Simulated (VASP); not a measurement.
Here is a VASP 6.6.1 calculation.

INCAR

```
PREC = Accurate
ENCUT = 600
EDIFF = 1E-6
ISMEAR = -1
SIGMA = 0.15
LREAL = F
LASPH = T
NELM = 100
ALGO = Normal
ISIF = 3
LWAVE = F
LCHARG = F
GGA = PE
IBRION = 2
NSW = 80
EDIFFG = -0.001
```

File KPOINTS:

```
Automatic mesh
0
Gamma
  14 14 12
```

The input POSCAR:

```
CuAu
1.0
    2.8920325341      0.0000000000      0.0000000000
    0.0000000000      2.8920325341      0.0000000000
    0.0000000000      0.0000000000      3.5876028847
Cu Au
1 1
Direct
    0.5000000000      0.5000000000      0.5000000000
    0.0000000000      0.0000000000      0.0000000000
```

Potentials or basis: VASP PAW PBE potentials, release 64 (Cu, Au).

Run with:

```bash
$ cat potpaw_PBE.64/Cu/POTCAR potpaw_PBE.64/Au/POTCAR > POTCAR
$ mpirun -np 1 vasp_std > vasp.out
```

(1) Estimate the band gap on the k mesh.

(2) Predict the relaxed volume.

(3) Estimate the relaxed cell.

Answers

(1) zero (bands 11 and 12 overlap by 7.05 eV).

(2) 15.02 Å³/atom.

(3) a = 2.876 Å, b = 2.876 Å, c = 3.633 Å, α = 90.00°, β = 90.00°, γ = 90.00°.

Caveat: spin-orbit coupling is left out, which moves the levels of the heavy elements.
